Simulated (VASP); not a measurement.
Set up this calculation in VASP 6.6.1, as the native input.

| Item | Value |
| --- | --- |
| Task | single point |
| Functional | r2SCAN |
| Potentials or basis | VASP PAW PBE potentials, release 64 (Al, N) |
| Cutoff | 520 eV |
| k mesh | 12 × 12 × 4 |
| Occupations | gaussian, width 0.01 eV |
| Spin | no spin polarisation |
| Dipole correction | no |
| Further INCAR settings | ALGO = Normal; EDIFF = 1e-06; NBANDS = 16 |

Crystal: AlN.

```
Al N
1.0
     3.15397    0.00000    0.00000
    -1.57698    2.73141    0.00000
     0.00000    0.00000    5.04655
Al N
2 2
Cartesian
  0.0000 1.8209 0.0000
  1.5770 0.9105 2.5233
  0.0000 1.8209 1.9177
  1.5770 0.9105 4.4410
```

The input as run:

POSCAR

```
AlN
1.0
    3.1539652241      0.0000000000      0.0000000000
   -1.5769826120      2.7314139237      0.0000000000
    0.0000000000      0.0000000000      5.0465469904
Al N
2 2
Direct
    0.3333333333      0.6666666667      0.0000000000
    0.6666666667      0.3333333333      0.5000000000
    0.3333333333      0.6666666667      0.3800000000
    0.6666666667      0.3333333333      0.8800000000
```

INCAR.step1

```
SYSTEM = AlN
PREC     = Accurate       ! precision mode
ENCUT    = 520            ! plane-wave cutoff, eV
ISMEAR   = 0              ! smearing method
SIGMA    = 0.01           ! smearing width, eV
LREAL    = .FALSE.        ! projectors in reciprocal space
LASPH    = .TRUE.         ! aspherical terms in the spheres
NELM     = 80             ! most SCF steps
NBANDS   = 16             ! bands
GGA      = PE             ! functional
ALGO     = Normal         ! electronic algorithm
EDIFF    = 1E-4           ! SCF threshold, eV
LWAVE    = .TRUE.         ! write WAVECAR
LCHARG   = .FALSE.        ! write CHGCAR
```

INCAR.step2

```
SYSTEM = AlN
PREC     = Accurate       ! precision mode
ENCUT    = 520            ! plane-wave cutoff, eV
EDIFF    = 1E-6           ! SCF threshold, eV
ISMEAR   = 0              ! smearing method
SIGMA    = 0.01           ! smearing width, eV
LREAL    = .FALSE.        ! projectors in reciprocal space
LASPH    = .TRUE.         ! aspherical terms in the spheres
NELM     = 80             ! most SCF steps
ALGO     = Normal         ! electronic algorithm
ISIF     = 2              ! what is computed and relaxed
LWAVE    = .FALSE.        ! write WAVECAR
LCHARG   = .FALSE.        ! write CHGCAR
METAGGA  = R2SCAN         ! meta-GGA
LMIXTAU  = .TRUE.       
NBANDS   = 16             ! bands
ISTART   = 1
```

KPOINTS

```
Automatic mesh
0
G
  12 12 4
  0 0 0
```

Potentials or basis: VASP PAW PBE potentials, release 64 (Al, N).

Launch:

```sh
$ cat potpaw_PBE.64/Al/POTCAR potpaw_PBE.64/N/POTCAR > POTCAR
$ cp INCAR.step1 INCAR
$ mpirun -np 1 vasp_std > vasp.out
$ cp INCAR.step2 INCAR
$ mpirun -np 1 vasp_std > vasp.out
```

It gave:

```
Pressure               : -8.9 GPa
Largest force          : 0.096 eV/Å
Band gap on the k mesh : 4.54 eV, direct
```

Caveat: the PAW data sets were made with another functional, which shifts forces and pressure a little.

Wall time 63 s on 1 thread of Intel(R) Xeon(R) Platinum 8375C CPU @ 2.90GHz (Ice Lake) (shared host), peak memory 0.18 GiB.
